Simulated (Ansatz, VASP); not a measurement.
# One calculation of SrGaI3, two programs

```xyz
5
Lattice="5.4414 0.0000 0.0000 0.0000 5.4414 0.0000 0.0000 0.0000 5.4414" Properties=species:S:1:pos:R:3 pbc="T T T"
Sr    2.7207    2.7207    2.7207
Ga    0.0000    0.0000    0.0000
I     2.7207    0.0000    0.0000
I     0.0000    2.7207    0.0000
I     0.0000    0.0000    2.7207
```

Alike in both runs: task single point; functional PBE; k mesh 4 × 4 × 4; occupations gaussian, width 0.1 eV; no spin polarisation.

|  | VASP | Ansatz |
| --- | --- | --- |
| version | VASP 6.6.1 | Ansatz 0.2.0 |
| potentials or method | VASP PAW PBE potentials, release 64 (Sr_sv, Ga_d, I), cutoff 520 eV | scalar-relativistic, plane waves, PAW |
| valence electrons in the cell | 44 | 74 |

```tsv
	VASP	Ansatz	Ansatz less VASP
gap on the k mesh at the Fermi level (eV)	none	none	-
pressure (GPa)	7.2	7.2	-0.03
```

A gap of «none» marks a metal or a gap that the smearing closes. The functional is the same, so the differences come from potentials, cutoffs and numerics. VASP's potentials hold 44 valence electrons a cell and Ansatz's 74, so a difference there can come from the potentials and not from the codes.

Spin-orbit coupling is off throughout.
